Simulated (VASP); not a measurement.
# NdHf in VASP: notebook, part 2 of 2

VASP 6.6.1.

## 4. Relaxation of cell and atoms, PBE

This run uses another cell than the first one: it holds 4 atoms, not 2.

Input file INCAR:

```
SYSTEM = NdHf
  PREC = Accurate
  ENCUT = 500
  EDIFF = 1E-7
  ISMEAR = 0
  SIGMA = 0.2
  LREAL = .False.
  LASPH = .True.
  NELM = 200
  ALGO = Normal
  ISIF = 3
  LWAVE = .False.
  LCHARG = .False.
  GGA = PE
  IBRION = 2
  NSW = 36
  EDIFFG = -0.08
  GGA_COMPAT = .False.
  NELMIN = 4
  LMAXMIX = 6
```

Input file KPOINTS:

```
Automatic mesh
0
Gamma
  5 5 4
  0 0 0
```

Input file POSCAR:

```
NdHf
1.0
    4.9021296300      0.0000000000      0.0000000000
   -2.4510648100      4.2453687900      0.0000000000
    0.0000000000      0.0000000000      5.3756685200
Nd Hf
2 2
Direct
    0.3333333300      0.6666666700      0.5000000000
    0.6666666700      0.3333333300      0.5000000000
    0.3333333300      0.6666666700      0.0000000000
    0.6666666700      0.3333333300      0.0000000000
```

Potentials or basis: VASP PAW PBE potentials, release 64 (Nd_3, Hf_pv), 4f in core.

Launch:

```
$ cat potpaw_PBE.64/Nd_3/POTCAR potpaw_PBE.64/Hf_pv/POTCAR > POTCAR
$ mpirun -np 1 vasp_std > vasp.out
```

OUTCAR:

```text
SYSTEM = NdHf
   PREC = Accurate
   ENCUT = 500
   EDIFF = 1E-7
   ISMEAR = 0
   LREAL = .False.
   LASPH = .True.
   NELM = 200
   ISIF = 3
   GGA = PE
   IBRION = 2
   NSW = 36
   EDIFFG = -0.08
   NELMIN = 4

 ion  position               nearest neighbor table
   1  0.333  0.667  0.500-   3 2.69   3 2.69   2 2.83   2 2.83   2 2.83
   2  0.667  0.333  0.500-   4 2.69   4 2.69   1 2.83   1 2.83   1 2.83
   3  0.333  0.667  0.000-   1 2.69   1 2.69   4 2.83   4 2.83   4 2.83
   4  0.667  0.333  0.000-   2 2.69   2 2.69   3 2.83   3 2.83   3 2.83

  LATTYP: Found a hexagonal cell.
 ALAT       =     4.9021296300
 C/A-ratio  =     1.0965986063

  Lattice vectors:

 A1 = (   4.9021296300,   0.0000000000,   0.0000000000)
 A2 = (  -2.4510648100,   4.2453687900,   0.0000000000)
 A3 = (   0.0000000000,   0.0000000000,   5.3756685200)

Analysis of symmetry for initial positions (statically):
=====================================================================
 Subroutine PRICEL returns:
[... 173 lines left out ...]
 fundamental gap:      0.0128210337
 Fermi energy:         3.5601868403

 k-point     1 :       0.0000    0.0000    0.0000
  band No.  band energies     occupation
      1     -34.5102      2.00000
      2     -33.5595      2.00000
      3     -27.1383      2.00000
      4     -27.0993      2.00000
      5     -27.0993      2.00000
      6     -26.9111      2.00000
[... 598 lines left out ...]
--------------------------------------- Ionic step        6  -------------------------------------------

 number of electron      42.0000004 magnetization

 Free energy of the ion-electron system (eV)
  ---------------------------------------------------
  ext. energy  EPLUGINS =         0.00000000
  ---------------------------------------------------
  free energy    TOTEN  =       -23.08637782 eV

  energy without entropy =      -22.91012063  energy(sigma->0) =      -22.99824922

 E-fermi :   2.1253     XC(G=0):  -9.0426

 val. band max:        2.0962447497   @ k =   0.2000   0.2000   0.5000
 cond. band min:       2.1366793724   @ k =   0.2000  -0.0000   0.5000
 fundamental gap:      0.0404346227
 Fermi energy:         2.1253227941

 k-point     1 :       0.0000    0.0000    0.0000
  band No.  band energies     occupation
      1     -35.9047      2.00000
      2     -35.4584      2.00000
      3     -28.9248      2.00000
      4     -28.9248      2.00000
      5     -28.8116      2.00000
      6     -28.7187      2.00000
[... 440 lines left out ...]
  FREE ENERGIE OF THE ION-ELECTRON SYSTEM (eV)
  ---------------------------------------------------
  free  energy   TOTEN  =       -23.0863778210 eV

  energy  without entropy=      -22.9101206282  energy(sigma->0) =      -22.99824922

 reached required accuracy - stopping structural energy minimisation
```

OSZICAR:

```text
N       E                     dE             d eps       ncg     rms          rms(c)
DAV:   1     0.304071654007E+03    0.30407E+03   -0.22281E+04   758   0.155E+03
DAV:   2    -0.610058232974E+01   -0.31017E+03   -0.30753E+03   868   0.394E+02
DAV:   3    -0.235139399103E+02   -0.17413E+02   -0.17053E+02  1291   0.667E+01
[... 74 lines left out ...]
DAV:   6    -0.230863730084E+02   -0.36418E-03   -0.22362E-03  1190   0.173E-01    0.496E-02
DAV:   7    -0.230863789373E+02   -0.59289E-05   -0.17855E-04  1026   0.554E-02    0.311E-02
DAV:   8    -0.230863770732E+02    0.18641E-05   -0.36240E-05  1016   0.297E-02    0.529E-03
DAV:   9    -0.230863774257E+02   -0.35257E-06   -0.15222E-06  1105   0.493E-03    0.171E-03
DAV:  10    -0.230863777463E+02   -0.32055E-06   -0.89083E-08   535   0.176E-03    0.112E-03
DAV:  11    -0.230863778210E+02   -0.74730E-07   -0.26079E-08   423   0.742E-04
   6 F= -.23086378E+02 E0= -.22998249E+02  d E =-.343358E-01
```

Run time: 1.8 min. Hardware: 1 thread of Intel Xeon 6975P-C (Granite Rapids), shared host; peak memory 0.24 GiB.

What came out:

```
Free energy                           : -23.0864 eV
Relaxed volume                        : 36.61 Å³/atom
Relaxed cell                          : a = 5.307 Å, b = 5.307 Å, c = 6.005 Å, α = 90.00°, β = 90.00°, γ = 120.00°
Space group after relaxing (to 0.1 Å) : P6/mmm (No. 191)
Energy gained by relaxing             : 347.6 meV/atom
Ionic steps                           : 6
Pressure after relaxing               : -0.1 GPa
Band gap on the k mesh                : zero (bands 21 and 22 overlap by 0.60 eV)
```

Step by step:
```tsv
step	energy change (eV)	largest force (eV/Å)	pressure (GPa)	volume (Å³)
1	0.0000	0.0000	15.09	111.87
2	-1.0987	0.0000	-3.12	159.61
3	-1.3555	0.0000	0.66	141.35
4	-1.3559	0.0000	0.48	141.98
5	-1.3850	0.0000	0.14	144.62
6	-1.3902	0.0000	-0.07	146.45
```

Final structure:
```xyz
4
Lattice="5.3068 0.0000 0.0000 -2.6534 4.5958 0.0000 0.0000 0.0000 6.0047" Properties=species:S:1:pos:R:3 pbc="T T T"
Nd    0.0000    3.0639    3.0024
Nd    2.6534    1.5319    3.0024
Hf    0.0000    3.0639    0.0000
Hf    2.6534    1.5319    0.0000
```

Caveat: the volume moved by over 15 % at a fixed basis, so the end points are rough; spin-orbit coupling is left out, which moves the levels of the heavy elements; the 4f electrons are frozen in the core, so they carry no moment and show no levels.

## 5. Overview

```tsv
cell	k mesh	gap on the mesh (eV)	pressure (GPa)	relaxed volume (Å³/atom)
relaxed from a = 3.316, b = 3.316, c = 6.143 Å, angles 90.0, 90.0, 120.0°, 2 atoms, atomic positions A	7 × 7 × 3	none	-0.1	27.72
relaxed from a = 3.377, b = 3.377, c = 5.564 Å, angles 90.0, 90.0, 120.0°, 2 atoms, atomic positions B	7 × 7 × 4	none	-0.1	27.69
relaxed from a = 4.902, b = 4.902, c = 5.376 Å, angles 90.0, 90.0, 120.0°, 4 atoms, atomic positions C	5 × 5 × 4	none	-0.1	36.61
```

Alike in all rows: task relaxation of cell and atoms; level PBE; potentials or basis VASP PAW PBE potentials, release 64 (Nd_3, Hf_pv), 4f in core; no spin polarisation; cutoff (eV) 500; smearing gaussian 0.2 eV.

Caveats: spin-orbit coupling is left out, which moves the levels of the heavy elements; the 4f electrons are frozen in the core, so they carry no moment and show no levels; the volume moved by over 15 % at a fixed basis, so the end points are rough (at least some runs).

Total energies depend on the potentials used, so only differences within one code and one set of settings carry meaning.

The gap in the log of VASP goes by the Fermi energy; the results here count the filled bands.